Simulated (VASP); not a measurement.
# KI (Fm-3m) in VASP: a series of runs

Runs on KI. Level: PBEsol. Tasks: relaxation of cell and atoms.

All numbers are computed with VASP 6.6.1; they aren't measurements. Logs are shortened: lines on timing, memory, paths and dates and some standing lists are left out, and cuts for length are marked.

### 1 The cell of the first run

The structure is cubic, space group Fm-3m (No. 225). The conventional cell has a = 7.066 Å, b = 7.066 Å, c = 7.066 Å, α = 90.00°, β = 90.00°, γ = 90.00°. I (site symmetry m-3m) has 6 K at 3.53 Å within 4.6 Å. K (site symmetry m-3m) has 6 I at 3.53 Å within 4.6 Å.

### 2 Relaxation of cell and atoms, PBEsol

INCAR reads:

```
SYSTEM = KI
PREC = Accurate ; ENCUT = 600
EDIFF = 1E-6 ; ISMEAR = -1
SIGMA = 0.05 ; LREAL = .FALSE.
LASPH = .TRUE. ; NELM = 60
ALGO = Normal ; ISIF = 3
LWAVE = .FALSE. ; LCHARG = .FALSE.
GGA = PS ; IBRION = 2
NSW = 80 ; EDIFFG = -0.02
```

KPOINTS reads:

```
regular mesh
0
G
  7 7 7
  0 0 0
```

POSCAR reads:

```
KI
1.0
    0.0000000000      3.5327750000      3.5327750000
    3.5327750000      0.0000000000      3.5327750000
    3.5327750000      3.5327750000      0.0000000000
I K
1 1
Direct
    0.5000000000      0.5000000000      0.5000000000
    0.0000000000      0.0000000000      0.0000000000
```

Potentials or basis: VASP PAW PBE potentials, release 64 (I, K_sv).

Command:

```sh
$ cat potpaw_PBE.64/I/POTCAR potpaw_PBE.64/K_sv/POTCAR > POTCAR
$ mpirun -np 1 vasp_std > vasp.out
```

OUTCAR:

```text
SYSTEM = KI
   PREC = Accurate
   ENCUT = 600
   EDIFF = 1E-6
   ISMEAR = -1
   LREAL = .FALSE.
   LASPH = .TRUE.
   NELM = 60
   ISIF = 3
   GGA = PS
   IBRION = 2
   NSW = 80
   EDIFFG = -0.02

 ion  position               nearest neighbor table
   1  0.500  0.500  0.500-   2 3.53   2 3.53   2 3.53   2 3.53   2 3.53   2 3.53
   2  0.000  0.000  0.000-   1 3.53   1 3.53   1 3.53   1 3.53   1 3.53   1 3.53

  LATTYP: Found a face centered cubic cell.
 ALAT       =     7.0655500000

  Lattice vectors:

 A1 = (   0.0000000000,   3.5327750000,   3.5327750000)
 A2 = (   3.5327750000,   0.0000000000,   3.5327750000)
 A3 = (   3.5327750000,   3.5327750000,   0.0000000000)

Analysis of symmetry for initial positions (statically):
=====================================================================
 Subroutine PRICEL returns:
 Original cell was already a primitive cell.

 Routine SETGRP: Setting up the symmetry group for a
 face centered cubic supercell.

 Subroutine GETGRP returns: Found 48 space group operations
 (whereof 48 operations were pure point group operations)
 out of a pool of 48 trial point group operations.

The static configuration has the point symmetry O_h .

Analysis of symmetry for dynamics (positions and initial velocities):
=====================================================================
 Subroutine PRICEL returns:
 Original cell was already a primitive cell.

 Routine SETGRP: Setting up the symmetry group for a
 face centered cubic supercell.

 Subroutine GETGRP returns: Found 48 space group operations
 (whereof 48 operations were pure point group operations)
 out of a pool of 48 trial point group operations.

The dynamic configuration has the point symmetry O_h .

 Subroutine INISYM returns: Found 48 space group operations
 (whereof 48 operations are pure point group operations),
 and found     1 'primitive' translations

----------------------------------------------------------------------------------------

                                     Primitive cell

  volume of cell :      88.1816

  direct lattice vectors                    reciprocal lattice vectors
     0.000000000  3.532775000  3.532775000    -0.141531799  0.141531799  0.141531799
     3.532775000  0.000000000  3.532775000     0.141531799 -0.141531799  0.141531799
     3.532775000  3.532775000  0.000000000     0.141531799  0.141531799 -0.141531799

  length of vectors
     4.996098318  4.996098318  4.996098318     0.245140266  0.245140266  0.245140266

  position of ions in fractional coordinates (direct lattice)
     0.500000000  0.500000000  0.500000000
     0.000000000  0.000000000  0.000000000

  ion indices of the primitive-cell ions
   primitive index   ion index
                 1           1
                 2           2

----------------------------------------------------------------------------------------

 KPOINTS: regular mesh

Automatic generation of k-mesh.
 Grid dimensions read from file:
 generate k-points for:    7    7    7

 Generating k-lattice:

  Cartesian coordinates                     Fractional coordinates (reciprocal lattice)
    -0.020218828  0.020218828  0.020218828     0.142857143  0.000000000  0.000000000
     0.020218828 -0.020218828  0.020218828     0.000000000  0.142857143  0.000000000
     0.020218828  0.020218828 -0.020218828     0.000000000  0.000000000  0.142857143

  Length of vectors
     0.035020038  0.035020038  0.035020038

  Shift w.r.t. Gamma in fractional coordinates (k-lattice)
     0.000000000  0.000000000  0.000000000

 Subroutine IBZKPT returns following result:
 ===========================================

 Found     20 irreducible k-points:

 Following reciprocal coordinates:
            Coordinates               Weight
  0.000000  0.000000  0.000000      1.000000
  0.142857  0.000000  0.000000      8.000000
  0.285714  0.000000  0.000000      8.000000
  0.428571  0.000000  0.000000      8.000000
  0.142857  0.142857  0.000000      6.000000
  0.285714  0.142857  0.000000     24.000000
[... 12 lines left out ...]
 -0.428571  0.428571  0.142857     24.000000
 -0.285714  0.428571  0.142857     24.000000
   k-points           NKPTS =     20   k-points in BZ     NKDIM =     20   number of bands    NBANDS=     12
   number of dos      NEDOS =    301   number of ions     NIONS =      2
   total plane-waves  NPLWV =  64000
   dimension x,y,z NGX =    40 NGY =   40 NGZ =   40
   dimension x,y,z NGXF=    80 NGYF=   80 NGZF=   80
   ions per type =               1   1
   NGX,Y,Z   is equivalent  to a cutoff of  13.31, 13.31, 13.31 a.u.
   NGXF,Y,Z  is equivalent  to a cutoff of  26.62, 26.62, 26.62 a.u.
 SYSTEM =  KI
   PREC   = accura    normal or accurate (medium, high low for compatibility)
   ISTART =      0    job   : 0-new  1-cont  2-samecut
   ICHARG =      2    charge: 1-file 2-atom 10-const
   ISPIN  =      1    spin polarized calculation?
   LNONCOLLINEAR =      F non collinear calculations
   LSORBIT =      F    spin-orbit coupling
   LASPH  =      T    aspherical Exc in radial PAW
   ENCUT  =  600.0 eV  44.10 Ry    6.64 a.u.   9.98  9.98  9.98*2*pi/ulx,y,z
   NELM   =     60;   NELMIN=  2; NELMDL= -5     # of ELM steps
   EDIFF  = 0.1E-05   stopping-criterion for ELM
   LREAL  =      F    real-space projection
   EDIFFG = -.2E-01   stopping-criterion for IOM
   NSW    =     80    number of steps for IOM
   IBRION =      2    ionic relax: 0-MD 1-quasi-New 2-CG
   NFREE  =      1    steps in history (QN), initial steepest desc. (CG)
   ISIF   =      3    stress and relaxation
   ISYM   =      2    0-nonsym 1-usesym 2-fastsym
   POTIM  = 0.5000    time-step for ionic-motion
   TEBEG  =    0.0;   TEEND  =   0.0 temperature during run
   PSTRESS=    0.0 pullay stress
   NELECT =      16.0000    total number of electrons
   NUPDOWN=      -1.0000    fix difference up-down
   EMIN   =  10.00;   EMAX   =-10.00  energy-range for DOS
   EFERMI =   0.00;   METHOD = LEGACY
   ISMEAR =    -1;   SIGMA  =   0.05  broadening in eV -4-tet -1-fermi 0-gaus
   EFERMI_NEDOS =   21; number of points for ismear=-14 and -15
   IALGO  =     38    algorithm
   IMIX   =      4    mixing-type and parameters
     AMIX     =   0.40;   BMIX     =  1.00
     AMIX_MAG =   1.60;   BMIX_MAG =  1.00
  volume/ion in A,a.u.               =      44.09       297.54
  Fermi-wavevector in a.u.,A,eV,Ry     =   0.926806  1.751409 11.686988  0.858969
  Thomas-Fermi vector in A             =   2.052808
   LORBIT       =      0    0 simple, 1 ext, 2 COOP (PROOUT), +10 PAW based schemes
   GGA     = PS    functional components
   LHFCALC =     F    Hartree Fock is set to
   AEXX    =    0.0000 exact exchange contribution
   IVDW    =     0    specifies the selected vdW correction
   LEPSILON=     F    determine dielectric tensor
   LRPA    =     F    only Hartree local field effects (RPA)
 conjugate gradient relaxation of ions
 non-spin polarized calculation
  energy-cutoff  :      600.00
  volume of cell :       88.18
 maximum number of plane-waves:      2958
   NGX = 19   NGY = 19   NGZ = 19

--------------------------------------- Ionic step        1  -------------------------------------------

 number of electron      15.9999999 magnetization

 Free energy of the ion-electron system (eV)
  ---------------------------------------------------
  ext. energy  EPLUGINS =         0.00000000
  ---------------------------------------------------
  free energy    TOTEN  =        -5.81460922 eV

  energy without entropy =       -5.81460922  energy(sigma->0) =       -5.81460922

------------------------ aborting loop because EDIFF is reached ----------------------------------------

  FORCE on cell =-STRESS in cart. coord.  units (eV):
  Direction    XX          YY          ZZ          XY          YZ          ZX
  --------------------------------------------------------------------------------------
  -------------------------------------------------------------------------------------
  Total       -0.1294862     -0.1294862     -0.1294862      0.0000000     -0.0000000      0.0000000
  in kB       -2.3526436     -2.3526436     -2.3526436      0.0000000     -0.0000000      0.0000000
  external PRESSURE =      -2.3526436 kB  Pullay stress =       0.0000000 kB

 VOLUME and BASIS-vectors are now :
 -----------------------------------------------------------------------------
  energy-cutoff  :      600.00
  volume of cell :       88.18
      direct lattice vectors                 reciprocal lattice vectors
     0.000000000  3.532775000  3.532775000    -0.141531799  0.141531799  0.141531799
     3.532775000  0.000000000  3.532775000     0.141531799 -0.141531799  0.141531799
     3.532775000  3.532775000  0.000000000     0.141531799  0.141531799 -0.141531799

 POSITION                                       TOTAL-FORCE (eV/Angst)
 -----------------------------------------------------------------------------------
      3.53277      3.53277      3.53277        -0.000000     -0.000000     -0.000000
      0.00000      0.00000      0.00000         0.000000      0.000000      0.000000
 -----------------------------------------------------------------------------------
    total drift:                                0.000000     -0.000000     -0.000000

  FREE ENERGIE OF THE ION-ELECTRON SYSTEM (eV)
  ---------------------------------------------------
  free  energy   TOTEN  =        -5.8146092194 eV
[... 17 lines left out ...]
 VOLUME and BASIS-vectors are now :
 -----------------------------------------------------------------------------
  energy-cutoff  :      600.00
  volume of cell :       87.36
      direct lattice vectors                 reciprocal lattice vectors
    -0.000000000  3.521740805  3.521740805    -0.141975241  0.141975241  0.141975241
     3.521740805 -0.000000000  3.521740805     0.141975241 -0.141975241  0.141975241
     3.521740805  3.521740805  0.000000000     0.141975241  0.141975241 -0.141975241

 POSITION                                       TOTAL-FORCE (eV/Angst)
 -----------------------------------------------------------------------------------
      3.52174      3.52174      3.52174        -0.000000      0.000000     -0.000000
      0.00000      0.00000      0.00000         0.000000     -0.000000      0.000000
 -----------------------------------------------------------------------------------
    total drift:                                0.000000     -0.000000     -0.000000

  FREE ENERGIE OF THE ION-ELECTRON SYSTEM (eV)
  ---------------------------------------------------
  free  energy   TOTEN  =        -5.8156069649 eV

  energy  without entropy=       -5.8156069648  energy(sigma->0) =       -5.81560696

--------------------------------------- Ionic step        3  -------------------------------------------

 number of electron      15.9999999 magnetization

 Free energy of the ion-electron system (eV)
  ---------------------------------------------------
  ext. energy  EPLUGINS =         0.00000000
  ---------------------------------------------------
  free energy    TOTEN  =        -5.81594972 eV

  energy without entropy =       -5.81594972  energy(sigma->0) =       -5.81594972

 E-fermi :   0.6909     XC(G=0):  -7.4040

 val. band max:       -0.4292962776   @ k =   0.0000   0.0000   0.0000
 cond. band min:       3.4176488809   @ k =   0.0000   0.0000   0.0000
 fundamental gap:      3.8469451585
 Fermi energy:         0.6909261612

 k-point     1 :       0.0000    0.0000    0.0000
  band No.  band energies     occupation
      1     -28.7290      2.00000
      2     -12.2839      2.00000
      3     -12.2839      2.00000
      4     -12.2839      2.00000
      5     -10.9900      2.00000
      6      -0.4293      2.00000
      7      -0.4293      2.00000
      8      -0.4293      2.00000
      9       3.4176      0.00000
     10       5.9906      0.00000
     11       5.9906      0.00000
     12       5.9906      0.00000

 k-point     2 :       0.1429    0.0000    0.0000
  band No.  band energies     occupation
      1     -28.7285      2.00000
      2     -12.3225      2.00000
      3     -12.2844      2.00000
      4     -12.2844      2.00000
      5     -10.9263      2.00000
      6      -0.7735      2.00000
      7      -0.5022      2.00000
      8      -0.5022      2.00000
      9       3.9153      0.00000
     10       5.8998      0.00000
     11       6.2130      0.00000
     12       6.2130      0.00000
[... 281 lines left out ...]
 VOLUME and BASIS-vectors are now :
 -----------------------------------------------------------------------------
  energy-cutoff  :      600.00
  volume of cell :       86.84
      direct lattice vectors                 reciprocal lattice vectors
    -0.000000000  3.514817350  3.514817350    -0.142254903  0.142254903  0.142254903
     3.514817350 -0.000000000  3.514817350     0.142254903 -0.142254903  0.142254903
     3.514817350  3.514817350  0.000000000     0.142254903  0.142254903 -0.142254903

 POSITION                                       TOTAL-FORCE (eV/Angst)
 -----------------------------------------------------------------------------------
      3.51482      3.51482      3.51482         0.000000     -0.000000     -0.000000
      0.00000      0.00000      0.00000        -0.000000      0.000000      0.000000
 -----------------------------------------------------------------------------------
    total drift:                                0.000000     -0.000000     -0.000000

  FREE ENERGIE OF THE ION-ELECTRON SYSTEM (eV)
  ---------------------------------------------------
  free  energy   TOTEN  =        -5.8159497170 eV

  energy  without entropy=       -5.8159497170  energy(sigma->0) =       -5.81594972

 reached required accuracy - stopping structural energy minimisation
```

Run time: 1.7 min. Hardware: 1 thread of Intel Xeon 8259CL, shared host; peak memory 0.25 GiB.

Results:

- Free energy: -5.8159 eV
- Relaxed volume: 43.42 Å³/atom
- Relaxed cell: a = 4.971 Å, b = 4.971 Å, c = 4.971 Å, α = 60.00°, β = 60.00°, γ = 60.00°
- Space group after relaxing (to 0.1 Å): Fm-3m (No. 225)
- Energy gained by relaxing: 0.7 meV/atom
- Ionic steps: 3
- Pressure after relaxing: -0.1 GPa
- Band gap on the k mesh: 3.85 eV

The path:
| step | energy change (eV) | largest force (eV/Å) | pressure (GPa) | volume (Å³) |
| --- | --- | --- | --- | --- |
| 1 | 0.0000 | 0.0000 | -0.24 | 88.18 |
| 2 | -0.0010 | 0.0000 | -0.13 | 87.36 |
| 3 | -0.0013 | 0.0000 | -0.07 | 86.84 |

Final structure:
```cif
data_structure
_symmetry_space_group_name_H-M 'P 1'
_symmetry_Int_Tables_number 1
_cell_length_a 4.9707
_cell_length_b 4.9707
_cell_length_c 4.9707
_cell_angle_alpha 60.000
_cell_angle_beta 60.000
_cell_angle_gamma 60.000
_cell_volume 86.84
loop_
_atom_site_label
_atom_site_type_symbol
_atom_site_fract_x
_atom_site_fract_y
_atom_site_fract_z
_atom_site_occupancy
I1 I 0.50000 0.50000 0.50000 1
K1 K 0.00000 0.00000 0.00000 1
```

Caveat: the PAW data sets were made with another functional, which shifts forces and pressure a little; spin-orbit coupling is left out, which moves the levels of the heavy elements; an odd mesh through Γ misses points on the zone boundary, where band edges can lie.

[end of part 1 of 3]
